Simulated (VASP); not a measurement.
# TaN (P6_3/mmc) in VASP: single point with PBE+U

Aim: the single point of TaN with PBE+U.

Everything below comes from runs of VASP 6.6.1. Logs are shortened: lines on timing, memory, paths and dates and some standing lists are left out, and cuts for length are marked.

## 1. The cell of the first run

Symmetry: P6_3/mmc, No. 194, hexagonal system. The conventional cell has a = 3.048 Å, b = 3.048 Å, c = 4.918 Å, α = 90.00°, β = 90.00°, γ = 120.00°. Within 2.8 Å of Ta (site symmetry -3m) lie 6 N at 2.15 Å and 2 Ta at 2.46 Å. N (site symmetry -6m2) has 6 Ta at 2.15 Å within 2.8 Å.

## 2. Single point, PBE+U, collinear spin

File INCAR:

```
SYSTEM = TaN
PREC     = Accurate       ! precision mode
ENCUT    = 600            ! plane-wave cutoff, eV
EDIFF    = 1E-6           ! SCF threshold, eV
ISMEAR   = 0              ! smearing method
SIGMA    = 0.05           ! smearing width, eV
LREAL    = .FALSE.        ! projectors in reciprocal space
LASPH    = .TRUE.         ! aspherical terms in the spheres
NELM     = 200            ! most SCF steps
ALGO     = Normal         ! electronic algorithm
ISIF     = 2              ! what is computed and relaxed
LWAVE    = .FALSE.        ! write WAVECAR
LCHARG   = .FALSE.        ! write CHGCAR
ISPIN    = 2              ! spin polarisation
MAGMOM   = 0.27 -0.27 0.27 -0.27 0 0 0 0 ! initial moments
LORBIT   = 11             ! projections on sites
LMAXMIX  = 4              ! l up to which the mixer works
LDAU     = .TRUE.         ! DFT+U
LDAUTYPE = 2            
LDAUL    = 2 -1           ! shell
LDAUU    = 5 0            ! U, eV
LDAUJ    = 0 0          
LDAUPRINT= 1            
GGA      = PE             ! functional
NBANDS   = 46             ! bands
GGA_COMPAT= .FALSE.
```

File KPOINTS:

```
regular mesh
0
G
  7 7 4
  0 0 0
```

File POSCAR:

```
TaN
1.0
    3.0480018400      0.0000000000      0.0000000000
   -3.0480018400      5.2792940600      0.0000000000
    0.0000000000      0.0000000000      4.9179997800
Ta N
4 4
Direct
    0.0000000000      0.0000000000      0.0000000000
    0.0000000000      0.0000000000      0.5000000000
    0.0000000000      0.5000000000      0.0000000000
    0.0000000000      0.5000000000      0.5000000000
    0.3333333333      0.3333333334      0.2500000000
    0.6666666667      0.1666666666      0.7500000000
    0.3333333333      0.8333333333      0.2500000000
    0.6666666667      0.6666666666      0.7500000000
```

Potentials or basis: VASP PAW PBE potentials, release 64 (Ta_pv, N).

Launch:

```
$ cat potpaw_PBE.64/Ta_pv/POTCAR potpaw_PBE.64/N/POTCAR > POTCAR
$ mpirun -np 1 vasp_std > vasp.out
```

OUTCAR:

```text
SYSTEM = TaN
   PREC = Accurate
   ENCUT = 600
   EDIFF = 1E-6
   ISMEAR = 0
   LREAL = .FALSE.
   LASPH = .TRUE.
   NELM = 200
   ISIF = 2
   ISPIN = 2
   LORBIT = 11
   GGA = PE

 ion  position               nearest neighbor table
   1  0.000  0.000  0.000-   6 2.15   6 2.15   7 2.15   7 2.15   8 2.15   5 2.15   2 2.46   2 2.46
                             3 3.05   3 3.05   3 3.05   3 3.05
   2  0.000  0.000  0.500-   6 2.15   6 2.15   7 2.15   7 2.15   8 2.15   5 2.15   1 2.46   1 2.46
                             4 3.05   4 3.05   4 3.05   4 3.05
   3  0.000  0.500  0.000-   5 2.15   8 2.15   8 2.15   5 2.15   7 2.15   6 2.15   4 2.46   4 2.46
                             1 3.05   1 3.05   1 3.05   1 3.05
   4  0.000  0.500  0.500-   5 2.15   8 2.15   8 2.15   5 2.15   7 2.15   6 2.15   3 2.46   3 2.46
                             2 3.05   2 3.05   2 3.05   2 3.05
   5  0.333  0.333  0.250-   3 2.15   4 2.15   3 2.15   4 2.15   1 2.15   2 2.15
   6  0.667  0.167  0.750-   1 2.15   2 2.15   1 2.15   2 2.15   3 2.15   4 2.15
   7  0.333  0.833  0.250-   1 2.15   2 2.15   1 2.15   2 2.15   3 2.15   4 2.15
   8  0.667  0.667  0.750-   3 2.15   4 2.15   3 2.15   4 2.15   1 2.15   2 2.15

  LATTYP: Found a simple orthorhombic cell.
 ALAT       =     3.0480018400
 B/A-ratio  =     1.6135160142
 C/A-ratio  =     1.7320508114

  Lattice vectors:

 A1 = (  -3.0480018400,   0.0000000000,   0.0000000000)
 A2 = (   0.0000000000,   0.0000000000,   4.9179997800)
 A3 = (   0.0000000000,   5.2792940600,   0.0000000000)

Analysis of symmetry for initial positions (statically):
=====================================================================
 Subroutine PRICEL returns following result:

  LATTYP: Found a hexagonal cell.
 ALAT       =     3.0480018400
 C/A-ratio  =     1.6135160142
[... 12 lines left out ...]
 Subroutine GETGRP returns: Found  8 space group operations
 (whereof  4 operations were pure point group operations)
 out of a pool of  8 trial point group operations.

The static configuration has the point symmetry C_2h.
 The point group associated with its full space group is D_2h.

Analysis of symmetry for dynamics (positions and initial velocities):
=====================================================================
 Subroutine PRICEL returns following result:

  LATTYP: Found a hexagonal cell.
 ALAT       =     3.0480018400
 C/A-ratio  =     1.6135160142
[... 12 lines left out ...]
 Subroutine GETGRP returns: Found  8 space group operations
 (whereof  4 operations were pure point group operations)
 out of a pool of  8 trial point group operations.

The dynamic configuration has the point symmetry C_2h.
 The point group associated with its full space group is D_2h.

Analysis of structural, dynamic, and magnetic symmetry:
=====================================================================
 Subroutine PRICEL returns following result:

  LATTYP: Found a hexagonal cell.
 ALAT       =     3.0480018400
 C/A-ratio  =     1.6135160142
[... 12 lines left out ...]
 Subroutine GETGRP returns: Found  8 space group operations
 (whereof  4 operations were pure point group operations)
 out of a pool of  8 trial point group operations.

The overall configuration has the point symmetry C_2h.
 The point group associated with its full space group is D_2h.

 Subroutine INISYM returns: Found  8 space group operations
 (whereof  4 operations are pure point group operations),
 and found     2 'primitive' translations

----------------------------------------------------------------------------------------
[... 105 lines left out ...]
   POTIM  = 0.5000    time-step for ionic-motion
   TEBEG  =    0.0;   TEEND  =   0.0 temperature during run
   PSTRESS=    0.0 pullay stress
   NELECT =      64.0000    total number of electrons
   NUPDOWN=      -1.0000    fix difference up-down
   EMIN   =  10.00;   EMAX   =-10.00  energy-range for DOS
   EFERMI =   0.00;   METHOD = LEGACY
   ISMEAR =     0;   SIGMA  =   0.05  broadening in eV -4-tet -1-fermi 0-gaus
   EFERMI_NEDOS =   21; number of points for ismear=-14 and -15
   IALGO  =     38    algorithm
   IMIX   =      4    mixing-type and parameters
     AMIX     =   0.40;   BMIX     =  1.00
     AMIX_MAG =   1.60;   BMIX_MAG =  1.00
  volume/ion in A,a.u.               =       9.89        66.76
  Fermi-wavevector in a.u.,A,eV,Ry     =   1.525252  2.882309 31.652511  2.326394
  Thomas-Fermi vector in A             =   2.633448
   LORBIT       =     11    0 simple, 1 ext, 2 COOP (PROOUT), +10 PAW based schemes
 LDA+U is selected, type is set to LDAUTYPE =  2
   angular momentum for each species LDAUL =     2   -1
   U (eV)           for each species LDAUU =   5.0  0.0
   J (eV)           for each species LDAUJ =   0.0  0.0
   GGA     = PE    functional components
   LHFCALC =     F    Hartree Fock is set to
   AEXX    =    0.0000 exact exchange contribution
   IVDW    =     0    specifies the selected vdW correction
   LEPSILON=     F    determine dielectric tensor
   LRPA    =     F    only Hartree local field effects (RPA)
 spin polarized calculation
 Gauss-broadening in eV      SIGMA  =   0.05
  energy-cutoff  :      600.00
  volume of cell :       79.14
 maximum number of plane-waves:      2662
   NGX = 13   NGY = 25   NGZ = 19

 number of electron      64.0000004 magnetization      -0.0000000

atom =   1  type =  1  l = 2

 onsite density matrix

spin component  1
[... 116 lines left out ...]
  o =  0.2075  v =  0.0000  0.0000  0.0000  0.0000  0.0000 -0.9705  0.0000  0.0000 -0.2413 -0.0000      0.0000  0.0000  0.0000  0.0000  0.0000  0.0000  0.0000  0.0000  0.0000  0.0000
  o =  0.2076  v = -0.9694  0.0000  0.0000 -0.2455 -0.0000  0.0000  0.0000  0.0000  0.0000  0.0000      0.0000  0.0000  0.0000  0.0000  0.0000  0.0000  0.0000  0.0000  0.0000  0.0000
  o =  0.2080  v =  0.0000  0.2783  0.0074 -0.0000  0.9605  0.0000  0.0000  0.0000  0.0000  0.0000      0.0000  0.0000  0.0000  0.0000  0.0000  0.0000  0.0000  0.0000  0.0000  0.0000
  o =  0.2081  v =  0.0000  0.0000  0.0000  0.0000  0.0000  0.0000 -0.2831 -0.0068  0.0000 -0.9591      0.0000  0.0000  0.0000  0.0000  0.0000  0.0000  0.0000  0.0000  0.0000  0.0000
  o =  0.2497  v =  0.0000  0.0000  0.0000  0.0000  0.0000  0.2413  0.0000  0.0000 -0.9705 -0.0000      0.0000  0.0000  0.0000  0.0000  0.0000  0.0000  0.0000  0.0000  0.0000  0.0000
  o =  0.2499  v =  0.2455  0.0000  0.0000 -0.9694 -0.0000  0.0000  0.0000  0.0000  0.0000  0.0000      0.0000  0.0000  0.0000  0.0000  0.0000  0.0000  0.0000  0.0000  0.0000  0.0000
  o =  0.2543  v =  0.0000  0.9605 -0.0122  0.0000 -0.2782  0.0000  0.0000  0.0000  0.0000  0.0000      0.0000  0.0000  0.0000  0.0000  0.0000  0.0000  0.0000  0.0000  0.0000  0.0000
  o =  0.2547  v =  0.0000  0.0000  0.0000  0.0000  0.0000  0.0000 -0.9591  0.0111 -0.0000  0.2830      0.0000  0.0000  0.0000  0.0000  0.0000  0.0000  0.0000  0.0000  0.0000  0.0000
  o =  0.3915  v =  0.0000  0.0000  0.0000  0.0000  0.0000  0.0000  0.0088  0.9999  0.0000 -0.0097      0.0000  0.0000  0.0000  0.0000  0.0000  0.0000  0.0000  0.0000  0.0000  0.0000
  o =  0.3915  v =  0.0000  0.0097  0.9999  0.0000 -0.0106  0.0000  0.0000  0.0000  0.0000  0.0000      0.0000  0.0000  0.0000  0.0000  0.0000  0.0000  0.0000  0.0000  0.0000  0.0000

 number of electron      64.0000004 magnetization       0.0000000

 Free energy of the ion-electron system (eV)
  ---------------------------------------------------
  ext. energy  EPLUGINS =         0.00000000
  ---------------------------------------------------
  free energy    TOTEN  =       -63.17308853 eV

  energy without entropy =      -63.16765514  energy(sigma->0) =      -63.17037184

 E-fermi :  10.6186     XC(G=0): -13.7608

 val. band max:       10.6029265727   @ k =   0.0000   0.1429   0.0000
 cond. band min:      10.6440594653   @ k =   0.0000   0.1429   0.5000
 fundamental gap:      0.0411328925
 Fermi energy:        10.6185775792

 spin component 1

 k-point     1 :       0.0000    0.0000    0.0000
  band No.  band energies     occupation
      1     -27.5342      1.00000
      2     -27.3104      1.00000
      3     -26.6686      1.00000
      4     -26.1176      1.00000
      5     -25.9862      1.00000
      6     -25.7917      1.00000
[... 2249 lines left out ...]
     43      15.7311      0.00000
     44      16.1693      0.00000

 [... further k-points ...]

 [bands above 44 left out]

------------------------ aborting loop because EDIFF is reached ----------------------------------------

  FORCE on cell =-STRESS in cart. coord.  units (eV):
  Direction    XX          YY          ZZ          XY          YZ          ZX
  --------------------------------------------------------------------------------------
  -------------------------------------------------------------------------------------
  Total       23.5592925     23.6086168     70.9964541      0.0000000      0.0000000      0.0000000
  in kB      476.9723937    477.9709946   1437.3669602      0.0000000      0.0000000      0.0000000
  external PRESSURE =     797.4367828 kB  Pullay stress =       0.0000000 kB

 VOLUME and BASIS-vectors are now :
 -----------------------------------------------------------------------------
  energy-cutoff  :      600.00
  volume of cell :       79.14
      direct lattice vectors                 reciprocal lattice vectors
     3.048001840  0.000000000  0.000000000     0.328083791  0.189419265  0.000000000
    -3.048001840  5.279294060  0.000000000     0.000000000  0.189419265  0.000000000
     0.000000000  0.000000000  4.917999780     0.000000000  0.000000000  0.203334698

 POSITION                                       TOTAL-FORCE (eV/Angst)
 -----------------------------------------------------------------------------------
      0.00000      0.00000      0.00000         0.000000      0.000000     -0.000000
      0.00000      0.00000      2.45900         0.000000      0.000000     -0.000000
     -1.52400      2.63965      0.00000         0.000000     -0.000000     -0.000000
     -1.52400      2.63965      2.45900        -0.000000      0.000000     -0.000000
     -0.00000      1.75976      1.22950         0.000000     -0.042525     -0.000000
      1.52400      0.87988      3.68850         0.000000      0.042525      0.000000
     -1.52400      4.39941      1.22950         0.000000     -0.042525     -0.000000
      0.00000      3.51953      3.68850         0.000000      0.042525      0.000000
 -----------------------------------------------------------------------------------
    total drift:                               -0.000000      0.000000      0.000000

  FREE ENERGIE OF THE ION-ELECTRON SYSTEM (eV)
  ---------------------------------------------------
  free  energy   TOTEN  =       -63.1730885335 eV

  energy  without entropy=      -63.1676551367  energy(sigma->0) =      -63.17037184

 total charge

# of ion       s       p       d       tot
------------------------------------------
    1        0.344   6.315   2.567   9.225
    2        0.344   6.315   2.567   9.225
    3        0.344   6.315   2.567   9.225
    4        0.344   6.315   2.567   9.225
    5        1.237   2.612   0.000   3.849
    6        1.237   2.612   0.000   3.849
    7        1.237   2.612   0.000   3.849
    8        1.237   2.612   0.000   3.849
--------------------------------------------------
tot          6.322  35.708  10.267  52.297

 magnetization (x)

# of ion       s       p       d       tot
------------------------------------------
    1        0.000   0.000   0.000   0.000
    2       -0.000  -0.000  -0.000  -0.000
    3        0.000   0.000   0.000   0.000
    4       -0.000  -0.000  -0.000  -0.000
    5        0.000   0.000   0.000   0.000
    6        0.000   0.000   0.000   0.000
    7        0.000   0.000   0.000   0.000
    8        0.000   0.000   0.000   0.000
--------------------------------------------------
tot          0.000   0.000   0.000   0.000
```

It took 9.4 min on 1 thread of Oxide Virtual Turin-like, shared host; peak memory 0.41 GiB.

What came out:

| Property | Result |
| --- | --- |
| Free energy | -63.1731 eV |
| Pressure | 79.7 GPa |
| Largest force | 0.043 eV/Å |
| Band gap on the k mesh | zero (filled and empty bands overlap) |
| Net moment | 0.00 μB per cell |
| Valence electrons inside the program's atomic spheres | Ta 9.22; N 3.85 |

Forces on the atoms (eV/Å):
```
Ta   0.000  0.000  0.000
Ta   0.000  0.000  0.000
Ta   0.000  0.000  0.000
Ta   0.000  0.000  0.000
N    0.000 -0.043  0.000
N    0.000  0.043  0.000
N    0.000 -0.043  0.000
N    0.000  0.043  0.000
```

Eigenvalues of the final occupation matrices:
| site | spin | trace | eigenvalues |
| --- | --- | --- | --- |
| site 1 d | 1 | 1.31 | 0.21 0.21 0.25 0.25 0.39 |
| site 1 d | 2 | 1.31 | 0.21 0.21 0.25 0.25 0.39 |
| site 2 d | 1 | 1.31 | 0.21 0.21 0.25 0.25 0.39 |
| site 2 d | 2 | 1.31 | 0.21 0.21 0.25 0.25 0.39 |
| site 3 d | 1 | 1.31 | 0.21 0.21 0.25 0.25 0.39 |
| site 3 d | 2 | 1.31 | 0.21 0.21 0.25 0.25 0.39 |
| site 4 d | 1 | 1.31 | 0.21 0.21 0.25 0.25 0.39 |
| site 4 d | 2 | 1.31 | 0.21 0.21 0.25 0.25 0.39 |

Caveat: the stress differs along the axes, from 48 to 144 GPa; spin-orbit coupling is left out, which moves the levels of the heavy elements.

The gap in the log of VASP goes by the Fermi energy; the results here count the filled bands.